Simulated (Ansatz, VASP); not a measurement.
**Pb, level by level in two programs**

```
CELL_PARAMETERS angstrom
0.00000 2.49141 2.49141
2.49141 0.00000 2.49141
2.49141 2.49141 0.00000
ATOMIC_POSITIONS crystal
Pb 0.00000 0.00000 0.00000
```

Single points on this cell with VASP 6.6.1 and Ansatz 0.2.0. Each row is one pair of runs. Alike in all rows: smearing: fermi-dirac, width 0.05 eV; VASP's potentials, cutoff: VASP PAW PBE potentials, release 64 (Pb_d), 520 eV.

```csv
level,spin,k mesh,"Ansatz's potentials, cutoff","gap on the k mesh at the Fermi level (eV), VASP","gap on the k mesh at the Fermi level (eV), Ansatz","pressure (GPa), VASP","pressure (GPa), Ansatz"
BHLYP,off,5 × 5 × 5,"Ansatz PAW, 420 eV",none,none,1.2,1.5
B3LYP5,off,5 × 5 × 5,"Ansatz PAW, 420 eV",none,none,2.8,2.7
PBEsol-based screened hybrid,off,5 × 5 × 5,"Ansatz PAW, 420 eV",none,none,-2.3,-2.3
r2SCAN,"non-collinear, zero start, SOC",9 × 9 × 9,"Ansatz PAW, 500 eV",-,-,0.3,0.2
```

Pressure (GPa): the two programs differ by at most 0.22.

A gap of «none» marks a metal or a gap that the smearing closes.

The k mesh is coarse in some rows, so the values compare programs but aren't converged.
